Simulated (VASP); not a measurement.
Crystal: SnTe.

```
Sn Te
1.0
     0.00000    3.15650    3.15650
     3.15650    0.00000    3.15650
     3.15650    3.15650    0.00000
Sn Te
1 1
Direct
  0.00000 0.00000 0.00000
  0.50000 0.50000 0.50000
```

| Property | Result |
| --- | --- |
| Program | VASP 6.6.1 |
| Task | relaxation of cell and atoms |
| Functional | LDA |
| Potentials or basis | VASP PAW LDA potentials, release 64 (Sn_d, Te) |
| Cutoff | 600 eV |
| k mesh | 10 × 10 × 10 |
| Occupations | gaussian, width 0.01 eV |
| Spin | no spin polarisation |

At the start: pressure -1.7 GPa; volume 31.45 Å³/atom.

Task: How do energy, volume and symmetry change on relaxing?

Result: Over 3 steps the energy falls by 5.9 meV/atom and the volume is 30.36 Å³/atom (-3.5 %); space group Fm-3m (No. 225, to 0.1 Å) before and after.

The path:
```csv
step,energy change (eV),largest force (eV/Å),pressure (GPa),volume (Å³)
1,0.0000,0.0000,-1.69,62.90
2,-0.0101,0.0000,0.67,59.93
3,-0.0117,0.0000,0.00,60.72
```

Final structure:
```
Sn Te
1.0
     0.00000    3.11958    3.11958
     3.11958    0.00000    3.11958
     3.11958    3.11958    0.00000
Sn Te
1 1
Direct
  0.00000 0.00000 0.00000
  0.50000 0.50000 0.50000
```
